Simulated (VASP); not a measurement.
Here is a VASP 6.6.1 calculation.

Contents of INCAR:

```
SYSTEM = BaS
  PREC = Accurate
  ENCUT = 520
  EDIFF = 1E-7
  ISMEAR = -1
  SIGMA = 0.19
  LREAL = Auto
  LASPH = .True.
  NELM = 80
  ALGO = Normal
  ISIF = 2
  LWAVE = .False.
  LCHARG = .False.
  GGA = PS
  NBANDS = 78
```

KPOINTS

```
Automatic mesh
0
Gamma
  2 2 2
  0 0 0
```

POSCAR

```
BaS
1.0
    0.0000000000      6.4159170000      6.4159170000
    6.4159170000      0.0000000000      6.4159170000
    6.4159170000      6.4159170000      0.0000000000
Ba S
8 8
Direct
   -0.0004123339      0.0004830954     -0.0062928651
   -0.0034093334     -0.0045253079      0.4957384891
   -0.0084164119      0.5031209101     -0.0033593016
   -0.0033090359      0.5155432185      0.4984904730
    0.4884026710     -0.0087745836      0.0054910311
    0.5026413995     -0.0039092619      0.4950967258
    0.5096121100      0.4839298887      0.0215626231
    0.4933213756      0.4827193058      0.5063757839
    0.2403154530      0.2663796929      0.2385945766
    0.2719612800      0.2358975342      0.7611890865
    0.2727176801      0.7513365587      0.2318731679
    0.2720708513      0.7261317439      0.7720241705
    0.7416475307      0.2581051158      0.2369971432
    0.7445105665      0.2920636286      0.7555744565
    0.7505468041      0.7390920113      0.2310382132
    0.7419067298      0.7667541522      0.7594897191
```

Potentials or basis: VASP PAW PBE potentials, release 64 (Ba_sv, S).

Launch:

```console
$ cat potpaw_PBE.64/Ba_sv/POTCAR potpaw_PBE.64/S/POTCAR > POTCAR
$ mpirun -np 1 vasp_std > vasp.out
```

Q: What does it give for the largest force?

A: 1.382 eV/Å.

Q: Predict the band gap on the k mesh.

A: 1.87 eV.

Stress tensor (GPa, compression positive):
```
-0.44 -0.10 -0.09
-0.10 -0.13 -0.06
-0.09 -0.06 -0.49
```

Caveat: the k points lie up to 0.42 Å⁻¹ apart; the atoms stand as in a frame of molecular dynamics; the PAW data sets were made with another functional, which shifts forces and pressure a little; spin-orbit coupling is left out, which moves the levels of the heavy elements.
